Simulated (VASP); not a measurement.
# In16O23 (a cell with a defect) in VASP: electric field gradients with PBE

Aim: the electric field gradients of In16O23 (a cell with a defect) with PBE.

Everything below comes from runs of VASP 6.6.1. Logs are shortened: lines on timing, memory, paths and dates and some standing lists are left out, and cuts for length are marked.

### Step 1. The cell of the first run

The cell holds a defect, 39 atoms: a = 7.971 Å, b = 7.971 Å, c = 7.971 Å, α = 87.00°, β = 87.00°, γ = 87.00°.

### Step 2. Electric field gradients, PBE (atoms taken out)

Input file INCAR:

```
SYSTEM = In16O23
ALGO = Normal
EDIFF = 1E-8
ENCUT = 520
GGA = PE
ISIF = 2
ISMEAR = -1
LASPH = .TRUE.
LCHARG = .FALSE.
LEFG = .TRUE.
LREAL = Auto
LWAVE = .FALSE.
NBANDS = 198
NELECT = 344.0
NELM = 100
PREC = Accurate
SIGMA = 0.01
```

Input file KPOINTS:

```
k-points
0
G
  3 3 3
  0 0 0
```

Input file POSCAR:

```
In16O23
1.0
   -5.4870000000     -3.1679209270      4.8366666667
    5.4870000000     -3.1679209270      4.8366666667
    0.0000000000      6.3358418540      4.8366666667
In O
16 23
Direct
    0.3573100000      0.3573100000      0.3573100000
    0.8573100000      0.8573100000      0.3573100000
    0.8573100000      0.3573100000      0.8573100000
    0.3573100000      0.8573100000      0.8573100000
    0.1426900000      0.1426900000      0.1426900000
    0.6426900000      0.6426900000      0.1426900000
    0.6426900000      0.1426900000      0.6426900000
    0.1426900000      0.6426900000      0.6426900000
    0.6426900000      0.6426900000      0.6426900000
    0.1426900000      0.1426900000      0.6426900000
    0.1426900000      0.6426900000      0.1426900000
    0.6426900000      0.1426900000      0.1426900000
    0.8573100000      0.8573100000      0.8573100000
    0.3573100000      0.3573100000      0.8573100000
    0.3573100000      0.8573100000      0.3573100000
    0.8573100000      0.3573100000      0.3573100000
    0.1010000000      0.8990000000      0.7500000000
    0.1010000000      0.3990000000      0.2500000000
    0.6010000000      0.8990000000      0.2500000000
    0.7500000000      0.6010000000      0.3990000000
    0.2500000000      0.1010000000      0.3990000000
    0.2500000000      0.6010000000      0.8990000000
    0.7500000000      0.1010000000      0.8990000000
    0.3990000000      0.7500000000      0.6010000000
    0.8990000000      0.2500000000      0.6010000000
    0.8990000000      0.7500000000      0.1010000000
    0.3990000000      0.2500000000      0.1010000000
    0.3990000000      0.6010000000      0.2500000000
    0.8990000000      0.1010000000      0.2500000000
    0.8990000000      0.6010000000      0.7500000000
    0.3990000000      0.1010000000      0.7500000000
    0.2500000000      0.3990000000      0.6010000000
    0.7500000000      0.8990000000      0.6010000000
    0.7500000000      0.3990000000      0.1010000000
    0.2500000000      0.8990000000      0.1010000000
    0.6010000000      0.2500000000      0.3990000000
    0.1010000000      0.7500000000      0.3990000000
    0.1010000000      0.2500000000      0.8990000000
    0.6010000000      0.7500000000      0.8990000000
```

Potentials or basis: VASP PAW PBE potentials, release 64 (In_d, O).

Run with:

```bash
cat potpaw_PBE.64/In_d/POTCAR potpaw_PBE.64/O/POTCAR > POTCAR
mpirun -np 1 vasp_std > vasp.out
```

OUTCAR:

```text
SYSTEM = In16O23
   EDIFF = 1E-8
   ENCUT = 520
   GGA = PE
   ISIF = 2
   ISMEAR = -1
   LASPH = .TRUE.
   LREAL = Auto
   NELECT = 344.0
   NELM = 100
   PREC = Accurate

 ion  position               nearest neighbor table
   1  0.357  0.357  0.357-  32 2.12  28 2.12  36 2.12  27 2.26  21 2.26  18 2.26   5 3.11  10 3.24
                            11 3.24  12 3.24   6 3.61   8 3.61   7 3.61  14 3.99  14 3.99  16 3.99
   2  0.857  0.857  0.357-  33 2.12  29 2.12  37 2.12  26 2.26  20 2.26  19 2.26   6 3.11   9 3.24
                            11 3.24  12 3.24   5 3.61   8 3.61   7 3.61  13 3.99  13 3.99  16 3.99
   3  0.857  0.357  0.857-  34 2.12  30 2.12  38 2.12  25 2.26  23 2.26   7 3.11  12 3.24   9 3.24
                            10 3.24   8 3.61   5 3.61   6 3.61  16 3.99  16 3.99  14 3.99  13 3.99
   4  0.357  0.857  0.857-  35 2.12  31 2.12  39 2.12  24 2.26  22 2.26  17 2.26   8 3.11  11 3.24
                            10 3.24   9 3.24   7 3.61   6 3.61   5 3.61  15 3.99  15 3.99  13 3.99
   5  0.143  0.143  0.143-  38 2.12  29 2.12  35 2.12  27 2.26  21 2.26  18 2.26   1 3.11  14 3.24
                            15 3.24  16 3.24   2 3.61   4 3.61   3 3.61  10 3.99  10 3.99  11 3.99
   6  0.643  0.643  0.143-  39 2.12  28 2.12  34 2.12  26 2.26  20 2.26  19 2.26   2 3.11  13 3.24
                            15 3.24  16 3.24   1 3.61   4 3.61   3 3.61   9 3.99   9 3.99  11 3.99
   7  0.643  0.143  0.643-  36 2.12  31 2.12  33 2.12  25 2.26  23 2.26   3 3.11  16 3.24  13 3.24
                            14 3.24   4 3.61   1 3.61   2 3.61  12 3.99  12 3.99   9 3.99  10 3.99
   8  0.143  0.643  0.643-  37 2.12  30 2.12  32 2.12  24 2.26  22 2.26  17 2.26   4 3.11  15 3.24
                            14 3.24  13 3.24   3 3.61   2 3.61   1 3.61  11 3.99  11 3.99  10 3.99
   9  0.643  0.643  0.643-  20 2.12  24 2.12  33 2.26  39 2.26  30 2.26  13 3.11   2 3.24   3 3.24
[... 36 lines left out ...]
  38  0.101  0.250  0.899-   5 2.12   3 2.12  10 2.26  14 2.26
  39  0.601  0.750  0.899-   6 2.12   4 2.12   9 2.26  13 2.26

  LATTYP: Found a trigonal (rhomboedric) cell.
 ALAT       =     7.9709620777
 COS(alpha) =     0.0522835256

  Lattice vectors:

 A1 = (  -5.4870000000,  -3.1679209270,   4.8366666667)
 A2 = (   5.4870000000,  -3.1679209270,   4.8366666667)
 A3 = (   0.0000000000,   6.3358418540,   4.8366666667)

Analysis of symmetry for initial positions (statically):
=====================================================================
 Subroutine PRICEL returns:
 Original cell was already a primitive cell.

 Routine SETGRP: Setting up the symmetry group for a
 trigonal (rhombohedral) supercell.

 Subroutine GETGRP returns: Found  2 space group operations
 (whereof  1 operations were pure point group operations)
 out of a pool of 12 trial point group operations.

The static configuration has the point symmetry C_1 .
 The point group associated with its full space group is C_2 .

Analysis of symmetry for dynamics (positions and initial velocities):
=====================================================================
 Subroutine PRICEL returns:
 Original cell was already a primitive cell.

 Routine SETGRP: Setting up the symmetry group for a
 trigonal (rhombohedral) supercell.

 Subroutine GETGRP returns: Found  2 space group operations
 (whereof  1 operations were pure point group operations)
 out of a pool of 12 trial point group operations.

The dynamic configuration has the point symmetry C_1 .
 The point group associated with its full space group is C_2 .

 Subroutine INISYM returns: Found  2 space group operations
 (whereof  1 operations are pure point group operations),
 and found     1 'primitive' translations

----------------------------------------------------------------------------------------

                                     Primitive cell

  volume of cell :     504.4367

  direct lattice vectors                    reciprocal lattice vectors
    -5.487000000 -3.167920927  4.836666667    -0.091124476 -0.052610741  0.068917988
     5.487000000 -3.167920927  4.836666667     0.091124476 -0.052610741  0.068917988
     0.000000000  6.335841854  4.836666667     0.000000000  0.105221482  0.068917988

  length of vectors
     7.970962078  7.970962078  7.970962078     0.125782547  0.125782547  0.125782547

  position of ions in fractional coordinates (direct lattice)
     0.357310000  0.357310000  0.357310000
     0.857310000  0.857310000  0.357310000
[... 151 lines left out ...]
   ISMEAR =    -1;   SIGMA  =   0.01  broadening in eV -4-tet -1-fermi 0-gaus
   EFERMI_NEDOS =   21; number of points for ismear=-14 and -15
   IALGO  =     38    algorithm
   IMIX   =      4    mixing-type and parameters
     AMIX     =   0.40;   BMIX     =  1.00
     AMIX_MAG =   1.60;   BMIX_MAG =  1.00
  volume/ion in A,a.u.               =      12.93        87.28
  Fermi-wavevector in a.u.,A,eV,Ry     =   1.440983  2.723062 28.251558  2.076431
  Thomas-Fermi vector in A             =   2.559666
   LORBIT       =      0    0 simple, 1 ext, 2 COOP (PROOUT), +10 PAW based schemes
   GGA     = PE    functional components
   LHFCALC =     F    Hartree Fock is set to
   AEXX    =    0.0000 exact exchange contribution
   IVDW    =     0    specifies the selected vdW correction
   LEPSILON=     F    determine dielectric tensor
   LRPA    =     F    only Hartree local field effects (RPA)
 non-spin polarized calculation
  energy-cutoff  :      520.00
  volume of cell :      504.44
 maximum number of plane-waves:     13620
   NGX = 29   NGY = 29   NGZ = 29

 number of electron     344.0000032 magnetization

 Free energy of the ion-electron system (eV)
  ---------------------------------------------------
  ext. energy  EPLUGINS =         0.00000000
  ---------------------------------------------------
  free energy    TOTEN  =      -226.26049879 eV

  energy without entropy =     -226.26030506  energy(sigma->0) =     -226.26040193

 E-fermi :   5.7418     XC(G=0): -11.0899

 val. band max:        5.6965985356   @ k =   0.0000   0.0000   0.0000
 cond. band min:       5.7789652812   @ k =   0.0000   0.0000   0.0000
 fundamental gap:      0.0823667456
 Fermi energy:         5.7418047324

 k-point     1 :       0.0000    0.0000    0.0000
  band No.  band energies     occupation
      1     -12.1627      2.00000
      2     -11.8291      2.00000
      3     -11.7864      2.00000
      4     -11.6806      2.00000
      5     -11.5939      2.00000
      6     -11.4841      2.00000
[... 1859 lines left out ...]
    183      11.5355      0.00000
    184      11.5998      0.00000
 [bands above 184 left out]

------------------------ aborting loop because EDIFF is reached ----------------------------------------

  FORCE on cell =-STRESS in cart. coord.  units (eV):
  Direction    XX          YY          ZZ          XY          YZ          ZX
  --------------------------------------------------------------------------------------
  -------------------------------------------------------------------------------------
  Total        3.3184920      2.4436395     -2.5691265      0.0000000     -0.2961719      0.0000000
  in kB       10.5400982      7.7614169     -8.1599851      0.0000000     -0.9406927      0.0000000
  external PRESSURE =       3.3805100 kB  Pullay stress =       0.0000000 kB

 VOLUME and BASIS-vectors are now :
 -----------------------------------------------------------------------------
  energy-cutoff  :      520.00
  volume of cell :      504.44
      direct lattice vectors                 reciprocal lattice vectors
    -5.487000000 -3.167920927  4.836666667    -0.091124476 -0.052610741  0.068917988
     5.487000000 -3.167920927  4.836666667     0.091124476 -0.052610741  0.068917988
     0.000000000  6.335841854  4.836666667     0.000000000  0.105221482  0.068917988

 POSITION                                       TOTAL-FORCE (eV/Angst)
 -----------------------------------------------------------------------------------
      0.00000      0.00000      5.18457         0.315582     -0.241483     -0.204790
      0.00000     -3.16792     10.02123         0.016798     -0.302000      0.202108
     -2.74350      1.58396     10.02123        -1.362918      0.054300      1.152322
      2.74350      1.58396     10.02123         0.173436      0.511017      0.000835
      0.00000      0.00000      2.07043         0.016798      0.302000     -0.202108
      0.00000     -3.16792      6.90710         0.315582      0.241483      0.204790
[... 31 lines left out ...]
      0.81756      4.58398      6.04583         0.048745     -0.453052     -0.022378
      0.81756      1.41606     10.88250        -0.499549     -0.306711     -0.636871
 -----------------------------------------------------------------------------------
    total drift:                                0.001847     -0.000000      0.000000

  FREE ENERGIE OF THE ION-ELECTRON SYSTEM (eV)
  ---------------------------------------------------
  free  energy   TOTEN  =      -226.2604987927 eV

  energy  without entropy=     -226.2603050627  energy(sigma->0) =     -226.26040193

 Electric field gradients (V/A^2)
---------------------------------------------------------------------
 ion       V_xx      V_yy      V_zz      V_xy      V_xz      V_yz
---------------------------------------------------------------------
   1     -21.139   -22.389    43.528     8.836     0.533     9.065
   2     -27.249   -20.453    47.702     0.443     4.936    -1.314
   3      -8.626   -56.410    65.036    -0.301   -53.653    -3.452
   4     -21.522   -21.449    42.971   -12.712     1.631   -10.717
   5     -27.249   -20.453    47.702    -0.443    -4.936    -1.314
   6     -21.139   -22.389    43.528    -8.836    -0.533     9.065
[... 31 lines left out ...]
  38       7.643     4.042   -11.685     4.607   -30.886    19.334
  39       4.530   -11.542     7.012     5.805    -4.753    23.903
---------------------------------------------------------------------

 Electric field gradients after diagonalization (V/A^2)
 (convention: |V_zz| > |V_xx| > |V_yy|)
----------------------------------------------------------------------
 ion       V_xx      V_yy      V_zz     asymmetry (V_yy - V_xx)/ V_zz
----------------------------------------------------------------------
   1     -31.165   -13.632    44.797       0.391
   2     -27.612   -20.438    48.050       0.149
   3     -56.644   -36.695    93.340       0.214
   4     -34.747   -10.167    44.914       0.547
   5     -27.612   -20.438    48.050       0.149
   6     -31.165   -13.632    44.797       0.391
[... 31 lines left out ...]
  38      32.854     8.971   -41.825       0.571
  39      23.399     6.147   -29.545       0.584
----------------------------------------------------------------------

           NMR quadrupolar parameters

 Cq : quadrupolar parameter    Cq=e*Q*V_zz/h
 eta: asymmetry parameters     (V_yy - V_xx)/ V_zz
 Q  : nuclear electric quadrupole moment in mb (millibarn)
----------------------------------------------------------------------
 ion       Cq(MHz)       eta       Q (mb)
----------------------------------------------------------------------
   1       0.108       0.391       1.000
   2       0.116       0.149       1.000
   3       0.226       0.214       1.000
   4       0.109       0.547       1.000
   5       0.116       0.149       1.000
   6       0.108       0.391       1.000
[... 31 lines left out ...]
  38      -0.101       0.571       1.000
  39      -0.071       0.584       1.000
----------------------------------------------------------------------
```

Run time: 36 min. Hardware: 1 thread of AMD EPYC 9R45 (Zen 5), shared host; peak memory 0.84 GiB.

What came out:

| Item | Value |
| --- | --- |
| Free energy | -226.2605 eV |
| Largest force | 1.786 eV/Å |
| Largest electric field gradient by atom | In +44.8, +48.0, +93.3, +44.9, +158.9, +49.6, +44.0, +48.4 (each value once); O -51.8, -44.7, -62.4, -49.2, +53.3, -57.7, -46.3, -42.9, +70.0, -29.5, -41.8, -56.4, -48.5 (each value once) V/Å² |

Forces in eV/Å, atoms in the order of the input:
```
In   0.316 -0.241 -0.205
In   0.017 -0.302  0.202
In  -1.363  0.054  1.152
In   0.173  0.511  0.001
In   0.017  0.302 -0.202
In   0.316  0.241  0.205
In  -1.363 -0.054 -1.152
In   0.173 -0.511 -0.001
In   0.869 -1.255  0.816
In  -0.255  0.041 -0.253
In   0.068  0.256  0.240
In  -0.363  0.437 -0.003
In  -0.255 -0.041  0.253
In   0.869  1.255 -0.816
In   0.068 -0.256 -0.240
In  -0.363 -0.437  0.003
O   -0.232  0.000  0.000
O   -0.160  0.091 -0.027
O   -0.160 -0.091  0.027
O   -0.021  0.627  0.029
O    0.162 -0.077  0.228
O   -0.504 -0.458 -0.241
O    1.156 -0.803 -0.015
O   -0.504  0.458  0.241
O    1.156  0.803  0.015
O    0.162  0.077 -0.228
O   -0.021 -0.627 -0.029
O   -0.010  0.000  0.000
O    0.407  0.000  0.000
O    0.329  0.685 -0.923
O    0.329 -0.685  0.923
O   -0.500  0.307  0.637
O    0.049  0.453  0.022
O    0.066 -0.420 -0.694
O   -0.121 -0.053 -0.054
O    0.066  0.420  0.694
O   -0.121  0.053  0.054
O    0.049 -0.453 -0.022
O   -0.500 -0.307 -0.637
```

Levels at points of the mesh, in eV from the Fermi level:
```csv
k point,band 170,band 171,band 172,band 173,band 174,band 175
"(0.00, 0.00, 0.00)",-0.18,-0.10,-0.05,0.04,2.58,3.36
```

Electric field gradients, principal values (V/Å²):
```
 atom    least    middle  greatest (by size)
 1 In  -13.632   -31.165              44.797
 2 In  -20.438   -27.612              48.050
 3 In  -36.695   -56.644              93.340
 4 In  -10.167   -34.747              44.914
 5 In  -20.438   -27.612              48.050
 6 In  -13.632   -31.165              44.797
 7 In  -36.695   -56.644              93.340
 8 In  -10.167   -34.747              44.914
 9 In  -52.649  -106.242             158.891
10 In  -13.466   -36.127              49.593
11 In  -17.293   -26.744              44.037
12 In  -15.254   -33.143              48.397
13 In  -13.466   -36.127              49.593
14 In  -52.649  -106.242             158.891
15 In  -17.293   -26.744              44.037
16 In  -15.254   -33.143              48.397
 17 O   12.354    39.492             -51.846
 18 O   10.818    33.853             -44.670
 19 O   10.818    33.853             -44.670
 20 O    9.056    53.327             -62.382
 21 O   12.273    36.937             -49.210
 22 O   -4.844   -48.477              53.321
 23 O    9.708    48.007             -57.715
 24 O   -4.844   -48.477              53.321
 25 O    9.708    48.007             -57.715
 26 O   12.273    36.937             -49.210
 27 O    9.056    53.327             -62.382
 28 O   10.349    35.926             -46.275
 29 O   12.555    30.345             -42.900
 30 O   -7.096   -62.952              70.048
 31 O   -7.096   -62.952              70.048
 32 O    6.147    23.399             -29.545
 33 O    8.971    32.854             -41.825
 34 O    4.406    51.969             -56.374
 35 O   10.866    37.589             -48.454
 36 O    4.406    51.969             -56.374
 37 O   10.866    37.589             -48.454
 38 O    8.971    32.854             -41.825
 39 O    6.147    23.399             -29.545
```

Caveat: the cell carries a net charge on a neutralising background, which shifts energy and pressure; the cell differs from its parent crystal (atoms taken out); the cell is charged against a uniform background, so pressure and absolute levels hang on convention; without QUAD_EFG the Cq values of the log hold for a quadrupole moment of 1 mb, not for the nuclei; spin-orbit coupling is left out, which moves the levels of the heavy elements.
